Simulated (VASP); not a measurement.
Runs of VASP 6.6.1 on Zn. The structure is that of space group Im-3m (No. 229), or close to it. The cells are those of the table. This isn't the form of Zn at room conditions, which is hcp.

```csv
task,cell,k mesh,cutoff (eV),gap on the mesh (eV),pressure (GPa),relaxed volume (Å³/atom)
single point,"a = 2.718 Å, angles 109.5°, 1 atom",8 × 8 × 8,520,none,(a),-
single point,"a = 2.656 Å, angles 109.5°, 1 atom",26 × 26 × 26,520,none,0.5,-
single point,"a = 2.644 Å, angles 109.5°, 1 atom",8 × 8 × 8,520,none,0.5,-
relaxation of cell and atoms,"relaxed from a = 2.718 Å, angles 109.5°, 1 atom",8 × 8 × 8,600,none,-0.2,14.27
relaxation of cell and atoms,"relaxed from a = 2.644 Å, angles 109.5°, 1 atom",26 × 26 × 26,600,none,0.0,14.48
```

Alike in all rows: level r2SCAN; potentials or basis VASP PAW PBE potentials, release 64 (Zn); no spin polarisation; smearing gaussian 0.1 eV.

Problem. Fill in the values left out.

Solution. (a) -5.4.

Caveats: some runs use coarse meshes; the PAW data sets were made with another functional, which shifts forces and pressure a little; the cell stands under tension (at least some runs).

A gap of «none» marks levels without a gap at the run's occupations.
